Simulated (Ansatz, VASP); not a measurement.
# TiTe in VASP and in Ansatz

The input INCAR:

```
SYSTEM = TiTe
PREC = Accurate
ENCUT = 500
EDIFF = 1E-6
ISMEAR = 0
SIGMA = 0.05
LREAL = .FALSE.
LASPH = .TRUE.
NELM = 200
ALGO = Normal
ISIF = 2
LWAVE = .FALSE.
LCHARG = .FALSE.
ISPIN = 2
MAGMOM = 1.95 -0.03
LORBIT = 11
LMAXMIX = 4
LDAU = .TRUE.
LDAUTYPE = 1
LDAUL = 2 -1
LDAUU = 8 0
LDAUJ = 0.5 0
LDAUPRINT = 1
GGA = PE
NBANDS = 20
GGA_COMPAT = .FALSE.
```

KPOINTS

```
regular mesh
0
G
  5 5 5
  0 0 0
```

The input POSCAR:

```
TiTe
1.0
    0.0000000000      3.0500668100      3.0500668100
    3.0500668100      0.0000000000      3.0500668100
    3.0500668100      3.0500668100      0.0000000000
Ti Te
1 1
Direct
    0.5000000000      0.5000000000      0.5000000000
    0.0000000000      0.0000000000      0.0000000000
```

Input for Ansatz:

```yaml
crystal:
  lattice:
    - [0.0, 3.05006681, 3.05006681]
    - [3.05006681, 0.0, 3.05006681]
    - [3.05006681, 3.05006681, 0.0]
  atoms:
    - { symbol: Ti, position: [0.5, 0.5, 0.5], spin: 2.0 }
    - { symbol: Te, position: [0.0, 0.0, 0.0] }
basis:
  ecutwfc: 420
  ecutrho_ratio: 4
kpoints:
  mp_grid: { grid: [5, 5, 5] }
hamiltonian:
  xc: pbe
  hubbard:
    sites:
      - { site: 0, l: d, u: 8.0, j: 0.5, starting_ns: [{ spin: up, occupation_matrix: s0up }, { spin: down, occupation_matrix: s0down }] }
    occupation_matrices:
      s0up:
        matrix:
          - [0.36797, 0.34519, 0.02642, 0.28086, -0.1037]
          - [0.34519, 0.62089, 0.12621, 0.08538, 0.25962]
          - [0.02642, 0.12621, 0.06069, -0.05343, 0.13236]
          - [0.28086, 0.08538, -0.05343, 0.39115, -0.3547]
          - [-0.1037, 0.25962, 0.13236, -0.3547, 0.5593]
      s0down:
        matrix:
          - [0.02, 0.0, 0.0, 0.0, 0.0]
          - [0.0, 0.02, 0.0, 0.0, 0.0]
          - [0.0, 0.0, 0.02, 0.0, 0.0]
          - [0.0, 0.0, 0.0, 0.02, 0.0]
          - [0.0, 0.0, 0.0, 0.0, 0.02]
    ns_hold: { iters: 5 }
scf:
  occupations: { method: gaussian, width: 0.05 }
  lower_state_search: "off"
  max_iter: 150
output:
  forces: true
  stress: true
  eigenvalues: true
  populations: true
  hubbard: { sites: [{ site: 0, l: d }] }
magnetization:
  spin_polarized: true
```

Alike in both runs: task single point; functional PBE; k mesh 5 × 5 × 5; occupations gaussian, width 0.05 eV; collinear spin; Hubbard terms Ti d U = 8.0 eV, J = 0.5 eV.

|  | VASP | Ansatz |
| --- | --- | --- |
| version | VASP 6.6.1 | Ansatz 0.2.0 |
| potentials or method | VASP PAW PBE potentials, release 64 (Ti_sv, Te), cutoff 500 eV | scalar-relativistic, plane waves, PAW |
| valence electrons in the cell | 18 | 28 |

|  | VASP | Ansatz | Ansatz less VASP |
| --- | --- | --- | --- |
| pressure (GPa) | -1.3 | 3.6 | +4.96 |
| net moment per atom (μB) | 1.00 | 1.00 | 0.000 |
| size of the moment on the site where the two differ most (μB) | 0.10 | 0.03 | -0.077 |

Site moments also hang on the region over which each program counts them. The programs project onto different local orbitals, so the same U acts differently, and such runs can settle in different states. VASP's potentials hold 18 valence electrons a cell and Ansatz's 28, so a difference there can come from the potentials and not from the codes. Ansatz's warnings: specified occupation not kept, symmetry narrowed by occupation matrices.

Spin-orbit coupling is off throughout.
